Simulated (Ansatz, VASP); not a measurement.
## MgO: VASP beside Ansatz

File INCAR:

```
SYSTEM = MgO
PREC = Accurate
ENCUT = 520
EDIFF = 1E-6
ISMEAR = 0
SIGMA = 0.01
LREAL = .False.
LASPH = .True.
NELM = 100
ALGO = Normal
ISIF = 2
LWAVE = .False.
LCHARG = .False.
GGA = CA
NBANDS = 11
```

The input KPOINTS:

```
regular mesh
0
Gamma
  7 7 6
  0 0 0
```

The input POSCAR:

```
MgO
1.0
    2.8574854232      0.0000000000      0.0000000000
   -1.4287427116      2.4746550094      0.0000000000
    0.0000000000      0.0000000000      2.6062268258
Mg O
1 1
Direct
    0.0000000000      0.0000000000      0.0000000000
    0.3333333333      0.6666666667      0.5000000000
```

Input for Ansatz:

```yaml
crystal:
  lattice:
    - [2.8574854232075233, 0.0, 0.0]
    - [-1.4287427116037617, 2.4746550094312574, 0.0]
    - [0.0, 0.0, 2.606226825842144]
  atoms:
    - { symbol: Mg, position: [0.0, 0.0, 0.0] }
    - { symbol: O, position: [0.3333333333333333, 0.6666666666666666, 0.5] }
accuracy: medium
basis:
  ecutwfc: 500.0
kpoints:
  mp_grid:
    grid: [7, 7, 6]
hamiltonian:
  xc: lda
scf:
  max_iter: 200
  convergence:
    dr2_threshold: 1.0e-06
  occupations:
    method: fixed
output:
  stress: true
```

Alike in both runs: task single point; functional LDA; k mesh 7 × 7 × 6; no spin polarisation.

|  | VASP | Ansatz |
| --- | --- | --- |
| version | VASP 6.6.1 | Ansatz 0.2.0 |
| potentials or method | VASP PAW LDA potentials, release 64 (Mg, O), cutoff 520 eV | plane waves, PAW |
| occupations | gaussian, width 0.01 eV | fixed |
| valence electrons in the cell | 8 | 16 |

VASP gave:

- pressure (GPa): 0.9
- traceless stress, the component that is largest in VASP (GPa): 0.96

Q: Estimate Ansatz's values.

A: Pressure (GPa): 2.7; traceless stress, the component that is largest in VASP (GPa): 1.25.

LDA's correlation is that of Perdew and Zunger in VASP and of Perdew and Wang (1992) in Ansatz. VASP's potentials hold 8 valence electrons a cell and Ansatz's 16, so a difference there can come from the potentials and not from the codes. Ansatz's warnings: stress scf threshold loose.
